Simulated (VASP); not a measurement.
# K (Fm-3m) in VASP: a series of runs

The runs below take K through single point, with BLYP.

Everything below comes from runs of VASP 6.6.1. Logs are shortened: lines on timing, memory, paths and dates and some standing lists are left out, and cuts for length are marked.

### Step 1. The cell of the first run

Symmetry: Fm-3m, No. 225, cubic system. Conventional cell: a = 6.722 Å, b = 6.722 Å, c = 6.722 Å, α = 90.00°, β = 90.00°, γ = 90.00°.

### Step 2. Single point, BLYP

INCAR

```
SYSTEM = K
  PREC = Accurate
  ENCUT = 520
  EDIFF = 1E-7
  ISMEAR = -1
  SIGMA = 0.1
  LREAL = .False.
  LASPH = .True.
  NELM = 80
  ALGO = Normal
  ISIF = 2
  LWAVE = .False.
  LCHARG = .True.
  GGA = B5
  ALDAX = 1.0
  AGGAX = 1.0
  AGGAC = 1.0
  ALDAC = 0.0
  LELF = .True.
  LVHAR = .True.
  NBANDS = 10
```

KPOINTS

```
Automatic mesh
0
Gamma
  8 8 8
  0 0 0
```

POSCAR

```
K
1.0
    0.0000000000      3.3609710066      3.3609710066
    3.3609710066      0.0000000000      3.3609710066
    3.3609710066      3.3609710066      0.0000000000
K
1
Direct
    0.0000000000      0.0000000000      0.0000000000
```

Potentials or basis: VASP PAW PBE potentials, release 64 (K_sv).

The run is started by

```sh
$ cat potpaw_PBE.64/K_sv/POTCAR > POTCAR
$ mpirun -np 1 vasp_std > vasp.out
```

OUTCAR:

```text
SYSTEM = K
   PREC = Accurate
   ENCUT = 520
   EDIFF = 1E-7
   ISMEAR = -1
   LREAL = .False.
   LASPH = .True.
   NELM = 80
   ISIF = 2
   GGA = B5

 ion  position               nearest neighbor table
   1  0.000  0.000  0.000-

  LATTYP: Found a face centered cubic cell.
 ALAT       =     6.7219420132

  Lattice vectors:

 A1 = (   0.0000000000,   3.3609710066,   3.3609710066)
 A2 = (   3.3609710066,   0.0000000000,   3.3609710066)
 A3 = (   3.3609710066,   3.3609710066,   0.0000000000)

Analysis of symmetry for initial positions (statically):
=====================================================================
 Subroutine PRICEL returns:
 Original cell was already a primitive cell.

 Routine SETGRP: Setting up the symmetry group for a
 face centered cubic supercell.

 Subroutine GETGRP returns: Found 48 space group operations
 (whereof 48 operations were pure point group operations)
 out of a pool of 48 trial point group operations.

The static configuration has the point symmetry O_h .

Analysis of symmetry for dynamics (positions and initial velocities):
=====================================================================
 Subroutine PRICEL returns:
 Original cell was already a primitive cell.

 Routine SETGRP: Setting up the symmetry group for a
 face centered cubic supercell.

 Subroutine GETGRP returns: Found 48 space group operations
 (whereof 48 operations were pure point group operations)
 out of a pool of 48 trial point group operations.

The dynamic configuration has the point symmetry O_h .

 Subroutine INISYM returns: Found 48 space group operations
 (whereof 48 operations are pure point group operations),
 and found     1 'primitive' translations

----------------------------------------------------------------------------------------

                                     Primitive cell

  volume of cell :      75.9319

  direct lattice vectors                    reciprocal lattice vectors
     0.000000000  3.360971007  3.360971007    -0.148766532  0.148766532  0.148766532
     3.360971007  0.000000000  3.360971007     0.148766532 -0.148766532  0.148766532
     3.360971007  3.360971007  0.000000000     0.148766532  0.148766532 -0.148766532

  length of vectors
     4.753130780  4.753130780  4.753130780     0.257671191  0.257671191  0.257671191

  position of ions in fractional coordinates (direct lattice)
     0.000000000  0.000000000  0.000000000

  ion indices of the primitive-cell ions
   primitive index   ion index
                 1           1

----------------------------------------------------------------------------------------

 KPOINTS: Automatic mesh

Automatic generation of k-mesh.
 Grid dimensions read from file:
 generate k-points for:    8    8    8

 Generating k-lattice:

  Cartesian coordinates                     Fractional coordinates (reciprocal lattice)
    -0.018595816  0.018595816  0.018595816     0.125000000  0.000000000  0.000000000
     0.018595816 -0.018595816  0.018595816     0.000000000  0.125000000  0.000000000
     0.018595816  0.018595816 -0.018595816     0.000000000  0.000000000  0.125000000

  Length of vectors
     0.032208899  0.032208899  0.032208899

  Shift w.r.t. Gamma in fractional coordinates (k-lattice)
     0.000000000  0.000000000  0.000000000

 Subroutine IBZKPT returns following result:
 ===========================================

 Found     29 irreducible k-points:

 Following reciprocal coordinates:
            Coordinates               Weight
  0.000000  0.000000  0.000000      1.000000
  0.125000  0.000000  0.000000      8.000000
  0.250000  0.000000  0.000000      8.000000
  0.375000  0.000000  0.000000      8.000000
  0.500000  0.000000  0.000000      4.000000
  0.125000  0.125000  0.000000      6.000000
[... 16 lines left out ...]
  0.500000  0.250000  0.125000     48.000000
 -0.375000  0.250000  0.125000     24.000000
 [... further k-points ...]
   k-points           NKPTS =     29   k-points in BZ     NKDIM =     29   number of bands    NBANDS=     10
   number of dos      NEDOS =    301   number of ions     NIONS =      1
   total plane-waves  NPLWV =  46656
   dimension x,y,z NGX =    36 NGY =   36 NGZ =   36
   dimension x,y,z NGXF=    72 NGYF=   72 NGZF=   72
   ions per type =               1
   NGX,Y,Z   is equivalent  to a cutoff of  12.59, 12.59, 12.59 a.u.
   NGXF,Y,Z  is equivalent  to a cutoff of  25.18, 25.18, 25.18 a.u.
 SYSTEM =  K
   PREC   = accura    normal or accurate (medium, high low for compatibility)
   ISTART =      0    job   : 0-new  1-cont  2-samecut
   ICHARG =      2    charge: 1-file 2-atom 10-const
   ISPIN  =      1    spin polarized calculation?
   LNONCOLLINEAR =      F non collinear calculations
   LSORBIT =      F    spin-orbit coupling
   LASPH  =      T    aspherical Exc in radial PAW
   ENCUT  =  520.0 eV  38.22 Ry    6.18 a.u.   8.84  8.84  8.84*2*pi/ulx,y,z
   NELM   =     80;   NELMIN=  2; NELMDL= -5     # of ELM steps
   EDIFF  = 0.1E-06   stopping-criterion for ELM
   LREAL  =      F    real-space projection
   EDIFFG = 0.1E-05   stopping-criterion for IOM
   NSW    =      0    number of steps for IOM
   IBRION =     -1    ionic relax: 0-MD 1-quasi-New 2-CG
   NFREE  =      0    steps in history (QN), initial steepest desc. (CG)
   ISIF   =      2    stress and relaxation
   ISYM   =      2    0-nonsym 1-usesym 2-fastsym
   POTIM  = 0.5000    time-step for ionic-motion
   TEBEG  =    0.0;   TEEND  =   0.0 temperature during run
   PSTRESS=    0.0 pullay stress
   NELECT =       9.0000    total number of electrons
   NUPDOWN=      -1.0000    fix difference up-down
   EMIN   =  10.00;   EMAX   =-10.00  energy-range for DOS
   EFERMI =   0.00;   METHOD = LEGACY
   ISMEAR =    -1;   SIGMA  =   0.10  broadening in eV -4-tet -1-fermi 0-gaus
   EFERMI_NEDOS =   21; number of points for ismear=-14 and -15
   IALGO  =     38    algorithm
   IMIX   =      4    mixing-type and parameters
     AMIX     =   0.40;   BMIX     =  1.00
     AMIX_MAG =   1.60;   BMIX_MAG =  1.00
  volume/ion in A,a.u.               =      75.93       512.41
  Fermi-wavevector in a.u.,A,eV,Ry     =   0.804169  1.519660  8.798731  0.646689
  Thomas-Fermi vector in A             =   1.912175
   LORBIT       =      0    0 simple, 1 ext, 2 COOP (PROOUT), +10 PAW based schemes
   GGA     = B5    functional components
   LHFCALC =     F    Hartree Fock is set to
   AEXX    =    0.0000 exact exchange contribution
   IVDW    =     0    specifies the selected vdW correction
   LEPSILON=     F    determine dielectric tensor
   LRPA    =     F    only Hartree local field effects (RPA)
 non-spin polarized calculation
  energy-cutoff  :      520.00
  volume of cell :       75.93
 maximum number of plane-waves:      2085
   NGX = 17   NGY = 17   NGZ = 17

 number of electron       9.0000000 magnetization

 Free energy of the ion-electron system (eV)
  ---------------------------------------------------
  ext. energy  EPLUGINS =         0.00000000
  ---------------------------------------------------
  free energy    TOTEN  =        -0.71644456 eV

  energy without entropy =       -0.68855551  energy(sigma->0) =       -0.70250004

 E-fermi :   0.2112     XC(G=0):  -5.1909

 val. band max:        0.0929667568   @ k =   0.3750   0.3750   0.0000
 cond. band min:       0.2962689436   @ k =   0.5000   0.3750   0.1250
 fundamental gap:      0.2033021868
 Fermi energy:         0.2112112511

 k-point     1 :       0.0000    0.0000    0.0000
  band No.  band energies     occupation
      1     -32.0410      2.00000
      2     -15.5785      2.00000
      3     -15.5785      2.00000
      4     -15.5785      2.00000
      5      -1.8888      2.00000
      6       4.1832      0.00000
      7       4.1832      0.00000
      8       4.1832      0.00000
      9       5.3183      0.00000
     10       5.3183      0.00000

 k-point     2 :       0.1250    0.0000    0.0000
  band No.  band energies     occupation
      1     -32.0406      2.00000
      2     -15.5872      2.00000
      3     -15.5797      2.00000
      4     -15.5797      2.00000
      5      -1.7093      2.00000
      6       3.7701      0.00000
      7       4.2463      0.00000
      8       4.2463      0.00000
      9       5.2019      0.00000
     10       5.2019      0.00000

 k-point     3 :       0.2500    0.0000    0.0000
  band No.  band energies     occupation
      1     -32.0394      2.00000
      2     -15.6082      2.00000
      3     -15.5826      2.00000
      4     -15.5826      2.00000
      5      -1.1880      2.00000
      6       2.8777      0.00000
      7       4.2521      0.00000
      8       4.2521      0.00000
      9       5.2275      0.00000
     10       5.2275      0.00000

 k-point     4 :       0.3750    0.0000    0.0000
  band No.  band energies     occupation
      1     -32.0383      2.00000
      2     -15.6291      2.00000
      3     -15.5856      2.00000
      4     -15.5856      2.00000
      5      -0.3783      1.99451
      6       1.8086      0.00000
      7       4.0893      0.00000
      8       4.0893      0.00000
      9       5.6828      0.00000
     10       5.6835      0.00000

 k-point     5 :       0.5000    0.0000    0.0000
  band No.  band energies     occupation
      1     -32.0378      2.00000
      2     -15.6377      2.00000
      3     -15.5868      2.00000
      4     -15.5868      2.00000
      5       0.4707      0.13895
      6       0.8668      0.00284
      7       4.0074      0.00000
      8       4.0074      0.00000
      9       5.8771      0.00000
     10       6.0554      0.00000

 k-point     6 :       0.1250    0.1250    0.0000
  band No.  band energies     occupation
      1     -32.0404      2.00000
      2     -15.5870      2.00000
      3     -15.5817      2.00000
      4     -15.5817      2.00000
      5      -1.6498      2.00000
      6       3.7810      0.00000
      7       4.2267      0.00000
      8       4.2267      0.00000
      9       4.8315      0.00000
     10       5.4118      0.00000
[... 183 lines left out ...]
 k-point    21 :       0.5000    0.5000    0.0000
  band No.  band energies     occupation
      1     -32.0368      2.00000
      2     -15.6344      2.00000
      3     -15.6004      2.00000
      4     -15.6004      2.00000
      5       1.1399      0.00019
      6       1.6216      0.00000
      7       2.4727      0.00000
      8       5.0261      0.00000
      9       5.0261      0.00000
     10       5.2829      0.00000

 k-point    22 :       0.3750    0.2500    0.1250
  band No.  band energies     occupation
      1     -32.0386      2.00000
      2     -15.6135      2.00000
      3     -15.5935      2.00000
      4     -15.5864      2.00000
      5      -0.7393      1.99985
      6       2.8109      0.00000
      7       3.4559      0.00000
      8       4.4216      0.00000
      9       4.7035      0.00000
     10       5.7782      0.00000

 k-point    23 :       0.5000    0.2500    0.1250
  band No.  band energies     occupation
      1     -32.0377      2.00000
      2     -15.6247      2.00000
      3     -15.6001      2.00000
      4     -15.5899      2.00000
      5       0.0475      1.67420
      6       2.0585      0.00000
      7       3.0810      0.00000
      8       4.1791      0.00000
      9       5.1176      0.00000
     10       5.7447      0.00000

 k-point    24 :      -0.3750    0.2500    0.1250
  band No.  band energies     occupation
      1     -32.0373      2.00000
      2     -15.6296      2.00000
      3     -15.6022      2.00000
      4     -15.5918      2.00000
      5       0.9657      0.00106
      6       1.0984      0.00028
      7       3.0370      0.00000
      8       4.0398      0.00000
      9       5.0900      0.00000
     10       5.9683      0.00000

 [... further k-points ...]

------------------------ aborting loop because EDIFF is reached ----------------------------------------

  FORCE on cell =-STRESS in cart. coord.  units (eV):
  Direction    XX          YY          ZZ          XY          YZ          ZX
  --------------------------------------------------------------------------------------
  -------------------------------------------------------------------------------------
  Total        0.0039468      0.0039468      0.0039468      0.0000000      0.0000000     -0.0000000
  in kB        0.0832780      0.0832780      0.0832780      0.0000000      0.0000000     -0.0000000
  external PRESSURE =       0.0832780 kB  Pullay stress =       0.0000000 kB

 VOLUME and BASIS-vectors are now :
 -----------------------------------------------------------------------------
  energy-cutoff  :      520.00
  volume of cell :       75.93
      direct lattice vectors                 reciprocal lattice vectors
     0.000000000  3.360971007  3.360971007    -0.148766532  0.148766532  0.148766532
     3.360971007  0.000000000  3.360971007     0.148766532 -0.148766532  0.148766532
     3.360971007  3.360971007  0.000000000     0.148766532  0.148766532 -0.148766532

 POSITION                                       TOTAL-FORCE (eV/Angst)
 -----------------------------------------------------------------------------------
      0.00000      0.00000      0.00000        -0.000000      0.000000     -0.000000
 -----------------------------------------------------------------------------------
    total drift:                               -0.000000     -0.000000      0.000000

  FREE ENERGIE OF THE ION-ELECTRON SYSTEM (eV)
  ---------------------------------------------------
  free  energy   TOTEN  =        -0.7164445620 eV

  energy  without entropy=       -0.6885555138  energy(sigma->0) =       -0.70250004
```

Run time: 31 s. Hardware: 1 thread of Intel Xeon 6975P-C, shared host; peak memory 0.2 GiB.

Results:

* Free energy: -0.7164 eV
* Pressure: 0.0 GPa

Caveat: the PAW data sets were made with another functional, which shifts forces and pressure a little.

[end of part 1 of 2]
